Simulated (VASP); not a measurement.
Write the native input for VASP 6.6.1 that does the following.

```
Task                   : single point
Functional             : BLYP
Dispersion             : D3(BJ)
Potentials or basis    : VASP PAW PBE potentials, release 64 (Si)
Cutoff                 : 520 eV
k mesh                 : 13 × 13 × 13
Occupations            : fermi-dirac, width 0.05 eV
Spin                   : no spin polarisation
Dipole correction      : no
Further INCAR settings : ALGO = Normal; EDIFF = 1e-07; NBANDS = 8
```

The structure of Si lies in POSCAR:

```
Si
1.0
   -1.6613778051      1.6613778051      1.2775826147
    1.6613778051     -1.6613778051      1.2775826147
    1.6613778051      1.6613778051     -1.2775826147
Si
1
Direct
    0.0000000000      0.0000000000      0.0000000000
```

These files were run (other wordings do the same):

INCAR

```
SYSTEM = Si
AGGAC    = 1.0          
AGGAX    = 1.0          
ALDAC    = 0.0          
ALDAX    = 1.0          
ALGO     = Normal         ! electronic algorithm
EDIFF    = 1E-7           ! SCF threshold, eV
ENCUT    = 520            ! plane-wave cutoff, eV
GGA      = B5             ! functional
ISIF     = 2              ! what is computed and relaxed
ISMEAR   = -1             ! smearing method
IVDW     = 12             ! dispersion correction
LASPH    = .TRUE.         ! aspherical terms in the spheres
LCHARG   = .FALSE.        ! write CHGCAR
LREAL    = .FALSE.        ! projectors in reciprocal space
LWAVE    = .FALSE.        ! write WAVECAR
NBANDS   = 8              ! bands
NELM     = 80             ! most SCF steps
PREC     = Accurate       ! precision mode
SIGMA    = 0.05           ! smearing width, eV
VDW_A1   = 0.4298       
VDW_A2   = 4.2359       
VDW_S6   = 1.0          
VDW_S8   = 2.6996
```

KPOINTS

```
k-points
0
G
  13 13 13
  0 0 0
```

Potentials or basis: VASP PAW PBE potentials, release 64 (Si).

Command:

```sh
$ cat potpaw_PBE.64/Si/POTCAR > POTCAR
$ mpirun -np 1 vasp_std > vasp.out
```

Results of the run:

The pressure is 0.6 GPa and the band gap on the k mesh is zero (bands 2 and 3 overlap by 12.46 eV). The dispersion energy per atom is -0.978 eV.

Caveat: the PAW data sets were made with another functional, which shifts forces and pressure a little.

It took 19 s on 1 thread of Intel(R) Xeon(R) Platinum 8488C (Sapphire Rapids), on a shared host, peak memory 0.13 GiB.
